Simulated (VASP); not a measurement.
# CsMn (Pm-3m) in VASP: further runs

CsMn is run at these levels: PBE; tasks: single point, relaxation of cell and atoms.

Program: VASP 6.6.1. These are calculated values, not measurements. Logs are shortened: lines on timing, memory, paths and dates and some standing lists are left out, and cuts for length are marked.

## 1. The cell of the first run

Symmetry: Pm-3m, No. 221, cubic system. Conventional cell: a = 4.569 Å, b = 4.569 Å, c = 4.569 Å, α = 90.00°, β = 90.00°, γ = 90.00°. Cs (site symmetry m-3m) has 8 Mn at 3.96 Å and 6 Cs at 4.57 Å within 5.2 Å. Mn (site symmetry m-3m) has 8 Cs at 3.96 Å and 6 Mn at 4.57 Å within 5.2 Å.

## 2. Single point, PBE, collinear spin, ferromagnetic start

Input file INCAR:

```
SYSTEM = CsMn
PREC = Accurate ; ENCUT = 500
EDIFF = 1E-6 ; ISMEAR = 0
SIGMA = 0.1 ; LREAL = .FALSE.
LASPH = .TRUE. ; NELM = 200
ALGO = Normal ; ISIF = 2
LWAVE = .FALSE. ; LCHARG = .FALSE.
ISPIN = 2 ; MAGMOM = 0 4.61
LORBIT = 11 ; LMAXMIX = 4
GGA = PE ; NBANDS = 22
GGA_COMPAT = .FALSE.
```

Input file KPOINTS:

```
regular mesh
0
G
  4 4 4
  0 0 0
```

Input file POSCAR:

```
CsMn
1.0
    4.5692735934      0.0000000000      0.0000000000
    0.0000000000      4.5692735934      0.0000000000
    0.0000000000      0.0000000000      4.5692735934
Cs Mn
1 1
Direct
    0.0000000000      0.0000000000      0.0000000000
    0.5000000000      0.5000000000      0.5000000000
```

Potentials or basis: VASP PAW PBE potentials, release 64 (Cs_sv, Mn_pv).

The run is started by

```console
cat potpaw_PBE.64/Cs_sv/POTCAR potpaw_PBE.64/Mn_pv/POTCAR > POTCAR
mpirun -np 1 vasp_std > vasp.out
```

OUTCAR:

```text
SYSTEM = CsMn
   PREC = Accurate
   ENCUT = 500
   EDIFF = 1E-6
   ISMEAR = 0
   LREAL = .FALSE.
   LASPH = .TRUE.
   NELM = 200
   ISIF = 2
   ISPIN = 2
   LORBIT = 11
   GGA = PE

 ion  position               nearest neighbor table
   1  0.000  0.000  0.000-
   2  0.500  0.500  0.500-

  LATTYP: Found a simple cubic cell.
 ALAT       =     4.5692735934

  Lattice vectors:

 A1 = (   4.5692735934,   0.0000000000,   0.0000000000)
 A2 = (   0.0000000000,   4.5692735934,   0.0000000000)
 A3 = (   0.0000000000,   0.0000000000,   4.5692735934)

Analysis of symmetry for initial positions (statically):
=====================================================================
 Subroutine PRICEL returns:
 Original cell was already a primitive cell.

 Routine SETGRP: Setting up the symmetry group for a
 simple cubic supercell.

 Subroutine GETGRP returns: Found 48 space group operations
 (whereof 48 operations were pure point group operations)
 out of a pool of 48 trial point group operations.

The static configuration has the point symmetry O_h .

Analysis of symmetry for dynamics (positions and initial velocities):
=====================================================================
 Subroutine PRICEL returns:
 Original cell was already a primitive cell.

 Routine SETGRP: Setting up the symmetry group for a
 simple cubic supercell.

 Subroutine GETGRP returns: Found 48 space group operations
 (whereof 48 operations were pure point group operations)
 out of a pool of 48 trial point group operations.

The dynamic configuration has the point symmetry O_h .

Analysis of structural, dynamic, and magnetic symmetry:
=====================================================================
 Subroutine PRICEL returns:
 Original cell was already a primitive cell.

 Routine SETGRP: Setting up the symmetry group for a
 simple cubic supercell.

 Subroutine GETGRP returns: Found 48 space group operations
 (whereof 48 operations were pure point group operations)
 out of a pool of 48 trial point group operations.

The overall configuration has the point symmetry O_h .

 Subroutine INISYM returns: Found 48 space group operations
 (whereof 48 operations are pure point group operations),
 and found     1 'primitive' translations

----------------------------------------------------------------------------------------

                                     Primitive cell

  volume of cell :      95.3985

  direct lattice vectors                    reciprocal lattice vectors
     4.569273593  0.000000000  0.000000000     0.218853168  0.000000000  0.000000000
     0.000000000  4.569273593  0.000000000     0.000000000  0.218853168  0.000000000
     0.000000000  0.000000000  4.569273593     0.000000000  0.000000000  0.218853168

  length of vectors
     4.569273593  4.569273593  4.569273593     0.218853168  0.218853168  0.218853168

  position of ions in fractional coordinates (direct lattice)
     0.000000000  0.000000000  0.000000000
     0.500000000  0.500000000  0.500000000

  ion indices of the primitive-cell ions
   primitive index   ion index
                 1           1
                 2           2

----------------------------------------------------------------------------------------

 KPOINTS: regular mesh

Automatic generation of k-mesh.
 Grid dimensions read from file:
 generate k-points for:    4    4    4

 Generating k-lattice:

  Cartesian coordinates                     Fractional coordinates (reciprocal lattice)
     0.054713292  0.000000000  0.000000000     0.250000000  0.000000000  0.000000000
     0.000000000  0.054713292  0.000000000     0.000000000  0.250000000  0.000000000
     0.000000000  0.000000000  0.054713292     0.000000000  0.000000000  0.250000000

  Length of vectors
     0.054713292  0.054713292  0.054713292

  Shift w.r.t. Gamma in fractional coordinates (k-lattice)
     0.000000000  0.000000000  0.000000000

 Subroutine IBZKPT returns following result:
 ===========================================

 Found     10 irreducible k-points:

 Following reciprocal coordinates:
            Coordinates               Weight
  0.000000  0.000000  0.000000      1.000000
  0.250000  0.000000  0.000000      6.000000
  0.500000  0.000000  0.000000      3.000000
  0.250000  0.250000  0.000000     12.000000
  0.500000  0.250000  0.000000     12.000000
  0.500000  0.500000  0.000000      3.000000
  0.250000  0.250000  0.250000      8.000000
  0.500000  0.250000  0.250000     12.000000
  0.500000  0.500000  0.250000      6.000000
  0.500000  0.500000  0.500000      1.000000
   k-points           NKPTS =     10   k-points in BZ     NKDIM =     10   number of bands    NBANDS=     22
   number of dos      NEDOS =    301   number of ions     NIONS =      2
   total plane-waves  NPLWV =  46656
   dimension x,y,z NGX =    36 NGY =   36 NGZ =   36
   dimension x,y,z NGXF=    72 NGYF=   72 NGZF=   72
   ions per type =               1   1
   NGX,Y,Z   is equivalent  to a cutoff of  13.10, 13.10, 13.10 a.u.
   NGXF,Y,Z  is equivalent  to a cutoff of  26.20, 26.20, 26.20 a.u.
 SYSTEM =  CsMn
   PREC   = accura    normal or accurate (medium, high low for compatibility)
   ISTART =      0    job   : 0-new  1-cont  2-samecut
   ICHARG =      2    charge: 1-file 2-atom 10-const
   ISPIN  =      2    spin polarized calculation?
   LNONCOLLINEAR =      F non collinear calculations
   LSORBIT =      F    spin-orbit coupling
   LASPH  =      T    aspherical Exc in radial PAW
   ENCUT  =  500.0 eV  36.75 Ry    6.06 a.u.   8.33  8.33  8.33*2*pi/ulx,y,z
   NELM   =    200;   NELMIN=  2; NELMDL= -5     # of ELM steps
   EDIFF  = 0.1E-05   stopping-criterion for ELM
   LREAL  =      F    real-space projection
   EDIFFG = 0.1E-04   stopping-criterion for IOM
   NSW    =      0    number of steps for IOM
   IBRION =     -1    ionic relax: 0-MD 1-quasi-New 2-CG
   NFREE  =      0    steps in history (QN), initial steepest desc. (CG)
   ISIF   =      2    stress and relaxation
   ISYM   =      2    0-nonsym 1-usesym 2-fastsym
   POTIM  = 0.5000    time-step for ionic-motion
   TEBEG  =    0.0;   TEEND  =   0.0 temperature during run
   PSTRESS=    0.0 pullay stress
   NELECT =      22.0000    total number of electrons
   NUPDOWN=      -1.0000    fix difference up-down
   EMIN   =  10.00;   EMAX   =-10.00  energy-range for DOS
   EFERMI =   0.00;   METHOD = LEGACY
   ISMEAR =     0;   SIGMA  =   0.10  broadening in eV -4-tet -1-fermi 0-gaus
   EFERMI_NEDOS =   21; number of points for ismear=-14 and -15
   IALGO  =     38    algorithm
   IMIX   =      4    mixing-type and parameters
     AMIX     =   0.40;   BMIX     =  1.00
     AMIX_MAG =   1.60;   BMIX_MAG =  1.00
  volume/ion in A,a.u.               =      47.70       321.89
  Fermi-wavevector in a.u.,A,eV,Ry     =   1.003926  1.897146 13.712881  1.007868
  Thomas-Fermi vector in A             =   2.136510
   LORBIT       =     11    0 simple, 1 ext, 2 COOP (PROOUT), +10 PAW based schemes
   GGA     = PE    functional components
   LHFCALC =     F    Hartree Fock is set to
   AEXX    =    0.0000 exact exchange contribution
   IVDW    =     0    specifies the selected vdW correction
   LEPSILON=     F    determine dielectric tensor
   LRPA    =     F    only Hartree local field effects (RPA)
 spin polarized calculation
 Gauss-broadening in eV      SIGMA  =   0.10
  energy-cutoff  :      500.00
  volume of cell :       95.40
 maximum number of plane-waves:      2469
 NGX is ok and might be reduce to    36
   NGX = 17   NGY = 17   NGZ = 17

 number of electron      22.0000023 magnetization       4.5223444

 Free energy of the ion-electron system (eV)
  ---------------------------------------------------
  ext. energy  EPLUGINS =         0.00000000
  ---------------------------------------------------
  free energy    TOTEN  =        -7.35336418 eV

  energy without entropy =       -7.33553392  energy(sigma->0) =       -7.34444905

 E-fermi :   1.9948     XC(G=0):  -7.6150

 val. band max:        1.9298202746   @ k =   0.5000   0.5000   0.5000
 cond. band min:       2.0018716460   @ k =   0.5000   0.5000   0.0000
 fundamental gap:      0.0720513714
 Fermi energy:         1.9948031755

 spin component 1

 k-point     1 :       0.0000    0.0000    0.0000
  band No.  band energies     occupation
      1     -48.8935      1.00000
      2     -48.8935      1.00000
      3     -48.8935      1.00000
      4     -20.7952      1.00000
      5      -7.4888      1.00000
      6      -7.4888      1.00000
[... 14 lines left out ...]
     21       7.7741      0.00000
     22       8.2204      0.00000
[... 201 lines left out ...]
 k-point    10 :       0.5000    0.5000    0.5000
  band No.  band energies     occupation
      1     -48.8936      1.00000
      2     -48.8936      1.00000
      3     -48.8936      1.00000
      4     -20.7279      1.00000
      5      -7.7807      1.00000
      6      -7.7807      1.00000
[... 14 lines left out ...]
     21       9.3445      0.00000
     22      10.3269      0.00000
 Fermi energy:         1.9948031755

 spin component 2

 k-point     1 :       0.0000    0.0000    0.0000
  band No.  band energies     occupation
      1     -44.4627      1.00000
      2     -44.4627      1.00000
      3     -44.4627      1.00000
      4     -20.8031      1.00000
      5      -7.5068      1.00000
      6      -7.5068      1.00000
[... 14 lines left out ...]
     21       7.9109      0.00000
     22       9.0263      0.00000
[... 202 lines left out ...]
  band No.  band energies     occupation
      1     -44.4629      1.00000
      2     -44.4629      1.00000
      3     -44.4629      1.00000
      4     -20.7344      1.00000
      5      -7.8043      1.00000
      6      -7.8043      1.00000
[... 14 lines left out ...]
     21       9.2850      0.00000
     22      10.3085      0.00000

------------------------ aborting loop because EDIFF is reached ----------------------------------------

  FORCE on cell =-STRESS in cart. coord.  units (eV):
  Direction    XX          YY          ZZ          XY          YZ          ZX
  --------------------------------------------------------------------------------------
  -------------------------------------------------------------------------------------
  Total        0.0170065      0.0170065      0.0170065      0.0000000     -0.0000000     -0.0000000
  in kB        0.2856177      0.2856177      0.2856177      0.0000000     -0.0000000     -0.0000000
  external PRESSURE =       0.2856177 kB  Pullay stress =       0.0000000 kB

 VOLUME and BASIS-vectors are now :
 -----------------------------------------------------------------------------
  energy-cutoff  :      500.00
  volume of cell :       95.40
      direct lattice vectors                 reciprocal lattice vectors
     4.569273593  0.000000000  0.000000000     0.218853168  0.000000000  0.000000000
     0.000000000  4.569273593  0.000000000     0.000000000  0.218853168  0.000000000
     0.000000000  0.000000000  4.569273593     0.000000000  0.000000000  0.218853168

 POSITION                                       TOTAL-FORCE (eV/Angst)
 -----------------------------------------------------------------------------------
      0.00000      0.00000      0.00000         0.000000      0.000000      0.000000
      2.28464      2.28464      2.28464         0.000000      0.000000      0.000000
 -----------------------------------------------------------------------------------
    total drift:                                0.000000      0.000000      0.000000

  FREE ENERGIE OF THE ION-ELECTRON SYSTEM (eV)
  ---------------------------------------------------
  free  energy   TOTEN  =        -7.3533641791 eV

  energy  without entropy=       -7.3355339239  energy(sigma->0) =       -7.34444905

 total charge

# of ion       s       p       d       tot
------------------------------------------
    1        1.851   4.659   0.051   6.560
    2        0.405   6.015   4.889  11.309
--------------------------------------------------
tot          2.257  10.673   4.940  17.870

 magnetization (x)

# of ion       s       p       d       tot
------------------------------------------
    1       -0.003   0.010  -0.010  -0.003
    2        0.076   0.008   4.158   4.242
--------------------------------------------------
tot          0.073   0.017   4.148   4.239
```

Wall time 46 s (1 thread of Intel Xeon Platinum 8488C (Sapphire Rapids), shared host); peak memory 0.24 GiB.

What came out:

* Free energy: -7.3534 eV
* Pressure: 0.0 GPa
* Net moment: 4.52 μB per cell
* Site moments: Cs -0.00; Mn +4.24 μB
* Valence electrons inside the program's atomic spheres: Cs 6.56; Mn 11.31

Levels at points of the mesh, in eV from the Fermi level:
Spin up:
```
           k point  band 9  band 10  band 11  band 12  band 13  band 14  band 15  band 16  band 17  band 18
(0.00, 0.00, 0.00)   -3.30    -3.30    -3.29    -3.29    -3.29     2.13     2.13     3.58     3.58     3.58
(0.50, 0.00, 0.00)   -3.29    -3.27    -3.26    -3.17    -2.03    -0.85     2.43     2.43     2.60     5.77
(0.50, 0.50, 0.00)   -3.34    -3.34    -3.31    -3.05    -2.11     1.07     1.07     2.21     4.28     4.28
(0.50, 0.50, 0.50)   -3.31    -3.31    -3.05    -3.05    -0.80    -0.07    -0.07    -0.07     5.54     5.54
```
Spin down:
```
           k point  band 5  band 6  band 7  band 8  band 9  band 10  band 11  band 12
(0.00, 0.00, 0.00)   -9.50   -9.50   -9.50   -3.19   -0.26    -0.26     0.70     0.70
(0.50, 0.00, 0.00)   -9.96   -9.46   -9.46   -1.32   -0.72     0.06     0.62     0.66
(0.50, 0.50, 0.00)   -9.86   -9.86   -9.42   -1.61    0.01     0.46     0.46     0.59
(0.50, 0.50, 0.50)   -9.80   -9.80   -9.80    0.15    0.15     0.15     0.54     0.54
```

Caveat: spin-orbit coupling is left out, which moves the levels of the heavy elements.

## 3. Relaxation of cell and atoms, PBE, collinear spin, ferromagnetic start

This run uses another cell than the first one, of 30.03 Å³/atom, 0.629 times its volume.

Input file INCAR:

```
ALGO     = Normal         # electronic algorithm
EDIFF    = 1E-7           # SCF threshold, eV
EDIFFG   = -0.04          # ionic threshold
ENCUT    = 500            # plane-wave cutoff, eV
GGA      = PE             # functional
GGA_COMPAT= F            
IBRION   = 2              # ionic algorithm
ISIF     = 3              # what is computed and relaxed
ISMEAR   = 0              # smearing method
ISPIN    = 2              # spin polarisation
LASPH    = T              # aspherical terms in the spheres
LCHARG   = F              # write CHGCAR
LMAXMIX  = 4              # l up to which the mixer works
LORBIT   = 11             # projections on sites
LREAL    = F              # projectors in reciprocal space
LWAVE    = F              # write WAVECAR
MAGMOM   = 0 4.61         # initial moments
NELM     = 200            # most SCF steps
NELMIN   = 4            
NSW      = 90             # ionic steps
PREC     = Accurate       # precision mode
SIGMA    = 0.1            # smearing width, eV
```

Input file KPOINTS:

```
k-points
0
Gamma
  4 4 4
```

Input file POSCAR:

```
CsMn
1.0
    3.9160038254      0.0000000000      0.0000000000
    0.0000000000      3.9160038254      0.0000000000
    0.0000000000      0.0000000000      3.9160038254
Cs Mn
1 1
Direct
    0.0000000000      0.0000000000      0.0000000000
    0.5000000000      0.5000000000      0.5000000000
```

Potentials or basis: VASP PAW PBE potentials, release 64 (Cs_sv, Mn_pv).

The run is started by

```console
cat potpaw_PBE.64/Cs_sv/POTCAR potpaw_PBE.64/Mn_pv/POTCAR > POTCAR
mpirun -np 1 vasp_std > vasp.out
```

It took 2.6 min on 1 thread of Intel Xeon Platinum 8488C (Sapphire Rapids), shared host; peak memory 0.19 GiB.

The run converged. Its results:

- Free energy: -7.3160 eV
- Relaxed volume: 46.34 Å³/atom
- Relaxed cell: a = 4.526 Å, b = 4.526 Å, c = 4.526 Å, α = 90.00°, β = 90.00°, γ = 90.00°
- Space group after relaxing (to 0.05 Å): Pm-3m (No. 221)
- Energy gained by relaxing: 200.0 meV/atom
- Ionic steps: 5
- Pressure after relaxing: 0.0 GPa
- Net moment: 4.50 μB per cell
- Site moments: Cs -0.00; Mn +4.23 μB
- Valence electrons inside the program's atomic spheres: Cs 6.57; Mn 11.31

Step by step:
```tsv
step	energy change (eV)	largest force (eV/Å)	pressure (GPa)	volume (Å³)
1	0.0000	0.0000	6.06	60.05
2	-0.2713	0.0000	2.58	70.47
3	-0.3803	0.0000	0.65	81.98
4	-0.3941	0.0000	0.29	87.08
5	-0.4000	0.0000	0.01	92.68
```

Final structure:
```
Cs Mn
1.0
     4.52553    0.00000    0.00000
     0.00000    4.52553    0.00000
     0.00000    0.00000    4.52553
Cs Mn
1 1
Direct
  0.00000 0.00000 0.00000
  0.50000 0.50000 0.50000
```

Levels at points of the mesh, in eV from the Fermi level:
Spin up:
| k point | band 10 | band 11 | band 12 | band 13 | band 14 | band 15 | band 16 | band 17 |
| --- | --- | --- | --- | --- | --- | --- | --- | --- |
| (0.00, 0.00, 0.00) | -3.28 | -3.26 | -3.26 | -3.26 | 2.14 | 2.14 | 3.68 | 3.68 |
| (0.50, 0.00, 0.00) | -3.25 | -3.24 | -3.14 | -1.98 | -0.85 | 2.46 | 2.46 | 2.61 |
| (0.50, 0.50, 0.00) | -3.32 | -3.30 | -3.02 | -2.10 | 1.14 | 1.14 | 2.27 | 4.35 |
| (0.50, 0.50, 0.50) | -3.28 | -3.01 | -3.01 | -0.74 | -0.09 | -0.09 | -0.09 | 5.71 |
Spin down:
```csv
k point,band 5,band 6,band 7,band 8,band 9,band 10,band 11,band 12
"(0.00, 0.00, 0.00)",-9.46,-9.46,-9.46,-3.22,-0.28,-0.28,0.72,0.72
"(0.50, 0.00, 0.00)",-9.96,-9.42,-9.42,-1.28,-0.72,0.06,0.65,0.69
"(0.50, 0.50, 0.00)",-9.86,-9.86,-9.37,-1.64,0.01,0.47,0.47,0.62
"(0.50, 0.50, 0.50)",-9.79,-9.79,-9.79,0.13,0.13,0.13,0.57,0.57
```

Caveat: the k points lie up to 0.35 Å⁻¹ apart in the final cell; the volume moved by over 15 % at a fixed basis, so the end points are rough; spin-orbit coupling is left out, which moves the levels of the heavy elements.
